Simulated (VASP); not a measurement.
# TaN (I4/mmm) in VASP: further runs

TaN is run at these levels: PBEsol; tasks: single point.

Program: VASP 6.6.1. These are calculated values, not measurements. Logs are shortened: lines on timing, memory, paths and dates and some standing lists are left out, and cuts for length are marked.

### Step 1. The cell of the first run

Symmetry: I4/mmm, No. 139, tetragonal system. The conventional cell has a = 3.094 Å, b = 3.094 Å, c = 4.433 Å, α = 90.00°, β = 90.00°, γ = 90.00°. Within 2.9 Å of Ta (site symmetry 4/mmm) lie 6 N at 2.19 to 2.22 Å. Within 2.9 Å of N (site symmetry 4/mmm) lie 6 Ta at 2.19 to 2.22 Å.

### Step 2. Single point, PBEsol (engineering shear strain xz +0.0000, normal strain along z +0.0133)

The input, INCAR:

```
SYSTEM = TaN
PREC = Accurate ; ENCUT = 700
EDIFF = 1E-6 ; ISMEAR = 0
SIGMA = 0.15 ; LREAL = .False.
LASPH = .True. ; NELM = 120
ALGO = Normal ; ISIF = 2
LWAVE = .False. ; LCHARG = .False.
GGA = PS ; NBANDS = 16
GGA_COMPAT = .False.
```

The input, KPOINTS:

```
regular mesh
0
Gamma
  18 18 18
  0 0 0
```

The input, POSCAR:

```
TaN
1.0
    0.0000000000      2.1874436400      2.2165366404
    2.1874436400      0.0000000000      2.2165366404
    2.1874436400      2.1874436400      0.0000000000
Ta N
1 1
Direct
    0.5000000000      0.5000000000      0.5000000000
    0.0000000000      0.0000000000      0.0000000000
```

Potentials or basis: VASP PAW PBE potentials, release 64 (Ta_sv_GW, N).

The run is started by

```console
$ cat potpaw_PBE.64/Ta_sv_GW/POTCAR potpaw_PBE.64/N/POTCAR > POTCAR
$ mpirun -np 1 vasp_std > vasp.out
```

OUTCAR:

```text
SYSTEM = TaN
   PREC = Accurate
   ENCUT = 700
   EDIFF = 1E-6
   ISMEAR = 0
   LREAL = .False.
   LASPH = .True.
   NELM = 120
   ISIF = 2
   GGA = PS

 ion  position               nearest neighbor table
   1  0.500  0.500  0.500-   2 2.19   2 2.19   2 2.19   2 2.19   2 2.22   2 2.22
   2  0.000  0.000  0.000-   1 2.19   1 2.19   1 2.19   1 2.19   1 2.22   1 2.22

  LATTYP: Found a body centered tetragonal cell.
 ALAT       =     3.0935124626
 C/A-ratio  =     1.4330226027

  Lattice vectors:

 A1 = (  -2.1874436400,   0.0000000000,   2.2165366404)
 A2 = (   2.1874436400,   0.0000000000,   2.2165366404)
 A3 = (   0.0000000000,   2.1874436400,  -2.2165366404)

Analysis of symmetry for initial positions (statically):
=====================================================================
 Subroutine PRICEL returns:
 Original cell was already a primitive cell.

 Routine SETGRP: Setting up the symmetry group for a
 body centered tetragonal supercell.

 Subroutine GETGRP returns: Found 16 space group operations
 (whereof 16 operations were pure point group operations)
 out of a pool of 16 trial point group operations.

The static configuration has the point symmetry D_4h.

Analysis of symmetry for dynamics (positions and initial velocities):
=====================================================================
 Subroutine PRICEL returns:
 Original cell was already a primitive cell.

 Routine SETGRP: Setting up the symmetry group for a
 body centered tetragonal supercell.

 Subroutine GETGRP returns: Found 16 space group operations
 (whereof 16 operations were pure point group operations)
 out of a pool of 16 trial point group operations.

The dynamic configuration has the point symmetry D_4h.

 Subroutine INISYM returns: Found 16 space group operations
 (whereof 16 operations are pure point group operations),
 and found     1 'primitive' translations

----------------------------------------------------------------------------------------

                                     Primitive cell

  volume of cell :      21.2119

  direct lattice vectors                    reciprocal lattice vectors
     0.000000000  2.187443640  2.216536640    -0.228577318  0.228577318  0.225577142
     2.187443640  0.000000000  2.216536640     0.228577318 -0.228577318  0.225577142
     2.187443640  2.187443640  0.000000000     0.228577318  0.228577318 -0.225577142

  length of vectors
     3.114152269  3.114152269  3.093512463     0.394182987  0.394182987  0.394182987

  position of ions in fractional coordinates (direct lattice)
[... 79 lines left out ...]
   EDIFF  = 0.1E-05   stopping-criterion for ELM
   LREAL  =      F    real-space projection
   EDIFFG = 0.1E-04   stopping-criterion for IOM
   NSW    =      0    number of steps for IOM
   IBRION =     -1    ionic relax: 0-MD 1-quasi-New 2-CG
   NFREE  =      0    steps in history (QN), initial steepest desc. (CG)
   ISIF   =      2    stress and relaxation
   ISYM   =      2    0-nonsym 1-usesym 2-fastsym
   POTIM  = 0.5000    time-step for ionic-motion
   TEBEG  =    0.0;   TEEND  =   0.0 temperature during run
   PSTRESS=    0.0 pullay stress
   NELECT =      18.0000    total number of electrons
   NUPDOWN=      -1.0000    fix difference up-down
   EMIN   =  10.00;   EMAX   =-10.00  energy-range for DOS
   EFERMI =   0.00;   METHOD = LEGACY
   ISMEAR =     0;   SIGMA  =   0.15  broadening in eV -4-tet -1-fermi 0-gaus
   EFERMI_NEDOS =   21; number of points for ismear=-14 and -15
   IALGO  =     38    algorithm
   IMIX   =      4    mixing-type and parameters
     AMIX     =   0.40;   BMIX     =  1.00
     AMIX_MAG =   1.60;   BMIX_MAG =  1.00
  volume/ion in A,a.u.               =      10.61        71.57
  Fermi-wavevector in a.u.,A,eV,Ry     =   1.549909  2.928903 32.684146  2.402217
  Thomas-Fermi vector in A             =   2.654648
   LORBIT       =      0    0 simple, 1 ext, 2 COOP (PROOUT), +10 PAW based schemes
   GGA     = PS    functional components
   LHFCALC =     F    Hartree Fock is set to
   AEXX    =    0.0000 exact exchange contribution
   IVDW    =     0    specifies the selected vdW correction
   LEPSILON=     F    determine dielectric tensor
   LRPA    =     F    only Hartree local field effects (RPA)
 non-spin polarized calculation
 Gauss-broadening in eV      SIGMA  =   0.15
  energy-cutoff  :      700.00
  volume of cell :       21.21
 maximum number of plane-waves:       910
   NGX = 13   NGY = 13   NGZ = 13

 number of electron      18.0000000 magnetization

 Free energy of the ion-electron system (eV)
  ---------------------------------------------------
  ext. energy  EPLUGINS =         0.00000000
  ---------------------------------------------------
  free energy    TOTEN  =       -25.76008112 eV

  energy without entropy =      -25.75045122  energy(sigma->0) =      -25.75526617

 E-fermi :  13.6866     XC(G=0): -13.9723

 val. band max:       13.6747556656   @ k =  -0.0556   0.1667   0.1111
 cond. band min:      13.6889228222   @ k =  -0.2778   0.0000   0.1667
 fundamental gap:      0.0141671566
 Fermi energy:        13.6866091008

 k-point     1 :       0.0000    0.0000    0.0000
  band No.  band energies     occupation
      1     -55.8183      2.00000
      2     -22.0037      2.00000
      3     -21.9968      2.00000
      4     -21.9968      2.00000
      5      -5.1318      2.00000
      6       9.8370      2.00000
[... 433 lines left out ...]
      3     -22.0747      2.00000
      4     -22.0213      2.00000
      5      -3.8232      2.00000
      6       6.0688      2.00000
[... 8 lines left out ...]
     15      25.9365      0.00000
     16      29.9722      0.00000

 [... further k-points ...]

------------------------ aborting loop because EDIFF is reached ----------------------------------------

  FORCE on cell =-STRESS in cart. coord.  units (eV):
  Direction    XX          YY          ZZ          XY          YZ          ZX
  --------------------------------------------------------------------------------------
  -------------------------------------------------------------------------------------
  Total       -0.2266381     -0.2266381     -1.2514606      0.0000000     -0.0000000      0.0000000
  in kB      -17.1184655    -17.1184655    -94.5255241      0.0000000     -0.0000000      0.0000000
  external PRESSURE =     -42.9208183 kB  Pullay stress =       0.0000000 kB

 VOLUME and BASIS-vectors are now :
 -----------------------------------------------------------------------------
  energy-cutoff  :      700.00
  volume of cell :       21.21
      direct lattice vectors                 reciprocal lattice vectors
     0.000000000  2.187443640  2.216536640    -0.228577318  0.228577318  0.225577142
     2.187443640  0.000000000  2.216536640     0.228577318 -0.228577318  0.225577142
     2.187443640  2.187443640  0.000000000     0.228577318  0.228577318 -0.225577142

 POSITION                                       TOTAL-FORCE (eV/Angst)
 -----------------------------------------------------------------------------------
      2.18744      2.18744      2.21654        -0.000000     -0.000000     -0.000000
      0.00000      0.00000      0.00000         0.000000      0.000000      0.000000
 -----------------------------------------------------------------------------------
    total drift:                                0.000000      0.000000      0.000000

  FREE ENERGIE OF THE ION-ELECTRON SYSTEM (eV)
  ---------------------------------------------------
  free  energy   TOTEN  =       -25.7600811242 eV

  energy  without entropy=      -25.7504512175  energy(sigma->0) =      -25.75526617
```

OSZICAR:

```text
N       E                     dE             d eps       ncg     rms          rms(c)
DAV:   1     0.130448789479E+03    0.13045E+03   -0.13302E+04 15424   0.145E+03
DAV:   2    -0.236428926030E+02   -0.15409E+03   -0.14792E+03 22448   0.373E+02
DAV:   3    -0.295856120188E+02   -0.59427E+01   -0.59299E+01 18376   0.658E+01
DAV:   4    -0.297247740511E+02   -0.13916E+00   -0.13916E+00 22120   0.706E+00
DAV:   5    -0.297278873318E+02   -0.31133E-02   -0.31133E-02 18648   0.747E-01    0.478E+01
DAV:   6    -0.259297063306E+02    0.37982E+01   -0.82135E+00 19168   0.263E+01    0.479E+01
DAV:   7    -0.258147047593E+02    0.11500E+00   -0.46502E-01 15888   0.586E+00    0.245E+01
DAV:   8    -0.257615694573E+02    0.53135E-01   -0.15602E-01 19464   0.322E+00    0.136E+00
DAV:   9    -0.257601941578E+02    0.13753E-02   -0.45195E-03 17848   0.644E-01    0.473E-01
DAV:  10    -0.257600929284E+02    0.10123E-03   -0.15154E-03 16816   0.381E-01    0.115E-01
DAV:  11    -0.257600945971E+02   -0.16687E-05   -0.96981E-05 18616   0.101E-01    0.118E-01
DAV:  12    -0.257600808489E+02    0.13748E-04   -0.24555E-05 19312   0.465E-02    0.864E-03
DAV:  13    -0.257600811242E+02   -0.27529E-06   -0.21428E-06 14672   0.117E-02
   1 F= -.25760081E+02 E0= -.25755266E+02  d E =-.962991E-02
```

stdout:

```text
POSCAR found type information on POSCAR TaN
 POSCAR found :  2 types and       2 ions
 scaLAPACK will be used
 -----------------------------------------------------------------------------
|                                                                             |
|                                                                             |
|     You enforced a specific xc type in the INCAR file but a different       |
|     I HOPE YOU KNOW WHAT YOU ARE DOING!                                     |
|                                                                             |
 -----------------------------------------------------------------------------

 LDA part: xc-table for (Slater+PW92), standard interpolation
 POSCAR, INCAR and KPOINTS ok, starting setup
 FFT: planning ... GRIDC
 FFT: planning ... GRID_SOFT
 FFT: planning ... GRID
 WAVECAR not read
 entering main loop
```

Run time: 99 s. Hardware: 1 thread of Intel Xeon 6975P-C (Granite Rapids), shared host; peak memory 0.4 GiB.

Results:

```yaml
Free_energy: -25.7601 eV
Pressure: -4.3 GPa
Band_gap_on_the_k_mesh: zero (bands 9 and 10 overlap by 3.95 eV)
```

Stress tensor (GPa, compression positive):
```
-1.71  0.00  0.00
 0.00 -1.71  0.00
 0.00  0.00 -9.45
```

Levels at points of the mesh, in eV from the Fermi level:
| k point | band 7 | band 8 | band 9 | band 10 | band 11 | band 12 |
| --- | --- | --- | --- | --- | --- | --- |
| (0.00, 0.00, 0.00) | -3.79 | -3.79 | -2.24 | -2.08 | -2.08 | -0.10 |
| (0.50, 0.00, 0.00) | -7.61 | -7.61 | 1.87 | 1.95 | 2.03 | 3.77 |
| (0.50, 0.50, 0.00) | -5.50 | -4.58 | -4.58 | 2.09 | 3.58 | 3.58 |
| (0.50, 0.00, 0.50) | -5.52 | -4.67 | -4.62 | 2.09 | 3.49 | 3.67 |

Caveat: the cell differs from its parent crystal (engineering shear strain xz +0.0000, normal strain along z +0.0133); the stress differs along the axes, from -9 to -2 GPa; the PAW data sets were made with another functional, which shifts forces and pressure a little; spin-orbit coupling is left out, which moves the levels of the heavy elements.

### Step 3. Single point, PBEsol (engineering shear strain xz +0.0000, normal strain along z -0.0133)

The input, INCAR:

```
PREC     = Accurate       # precision mode
ENCUT    = 700            # plane-wave cutoff, eV
EDIFF    = 1E-6           # SCF threshold, eV
ISMEAR   = 0              # smearing method
SIGMA    = 0.15           # smearing width, eV
LREAL    = False          # projectors in reciprocal space
LASPH    = True           # aspherical terms in the spheres
NELM     = 120            # most SCF steps
ALGO     = Normal         # electronic algorithm
ISIF     = 2              # what is computed and relaxed
LWAVE    = False          # write WAVECAR
LCHARG   = False          # write CHGCAR
GGA      = PS             # functional
NBANDS   = 16             # bands
GGA_COMPAT= False
```

The input, KPOINTS:

```
regular mesh
0
Gamma
  18 18 18
```

The input, POSCAR:

```
TaN
1.0
    0.0000000000      2.1874436400      2.1583506396
    2.1874436400      0.0000000000      2.1583506396
    2.1874436400      2.1874436400      0.0000000000
Ta N
1 1
Direct
    0.5000000000      0.5000000000      0.5000000000
    0.0000000000      0.0000000000      0.0000000000
```

Potentials or basis: VASP PAW PBE potentials, release 64 (Ta_sv_GW, N).

The run is started by

```console
$ cat potpaw_PBE.64/Ta_sv_GW/POTCAR potpaw_PBE.64/N/POTCAR > POTCAR
$ mpirun -np 1 vasp_std > vasp.out
```

OUTCAR:

```text
PREC = Accurate
   ENCUT = 700
   EDIFF = 1E-6
   ISMEAR = 0
   LREAL = False
   LASPH = True
   NELM = 120
   ISIF = 2
   GGA = PS

 ion  position               nearest neighbor table
   1  0.500  0.500  0.500-   2 2.16   2 2.16   2 2.19   2 2.19   2 2.19   2 2.19
   2  0.000  0.000  0.000-   1 2.16   1 2.16   1 2.19   1 2.19   1 2.19   1 2.19

  LATTYP: Found a body centered tetragonal cell.
 ALAT       =     3.0935124626
 C/A-ratio  =     1.3954045220

  Lattice vectors:
[... 642 lines left out ...]
 [... further k-points ...]

------------------------ aborting loop because EDIFF is reached ----------------------------------------

  FORCE on cell =-STRESS in cart. coord.  units (eV):
  Direction    XX          YY          ZZ          XY          YZ          ZX
  --------------------------------------------------------------------------------------
  -------------------------------------------------------------------------------------
  Total        0.2881270      0.2881270      1.4833583      0.0000000     -0.0000000     -0.0000000
  in kB       22.3495534     22.3495534    115.0617355      0.0000000     -0.0000000     -0.0000000
  external PRESSURE =      53.2536141 kB  Pullay stress =       0.0000000 kB

 VOLUME and BASIS-vectors are now :
 -----------------------------------------------------------------------------
  energy-cutoff  :      700.00
  volume of cell :       20.66
      direct lattice vectors                 reciprocal lattice vectors
     0.000000000  2.187443640  2.158350640    -0.228577318  0.228577318  0.231658374
     2.187443640  0.000000000  2.158350640     0.228577318 -0.228577318  0.231658374
     2.187443640  2.187443640  0.000000000     0.228577318  0.228577318 -0.231658374

 POSITION                                       TOTAL-FORCE (eV/Angst)
 -----------------------------------------------------------------------------------
      2.18744      2.18744      2.15835        -0.000000     -0.000000      0.000000
      0.00000      0.00000      0.00000         0.000000      0.000000      0.000000
 -----------------------------------------------------------------------------------
    total drift:                                0.000000      0.000000      0.000000

  FREE ENERGIE OF THE ION-ELECTRON SYSTEM (eV)
  ---------------------------------------------------
  free  energy   TOTEN  =       -25.7570666993 eV

  energy  without entropy=      -25.7477991547  energy(sigma->0) =      -25.75243293
```

Run time: 2.9 min. Hardware: 1 thread of Intel Xeon Platinum 8375C at 2.90GHz (Ice Lake), shared host; peak memory 0.39 GiB.

What came out:

```yaml
Free_energy: -25.7571 eV
Pressure: 5.3 GPa
Band_gap_on_the_k_mesh: zero (bands 9 and 10 overlap by 4.20 eV)
```

Stress tensor (GPa, compression positive):
```
 2.23  0.00  0.00
 0.00  2.23  0.00
 0.00  0.00 11.51
```

Caveat: the cell differs from its parent crystal (engineering shear strain xz +0.0000, normal strain along z -0.0133); the stress differs along the axes, from 2 to 12 GPa; the PAW data sets were made with another functional, which shifts forces and pressure a little; spin-orbit coupling is left out, which moves the levels of the heavy elements.
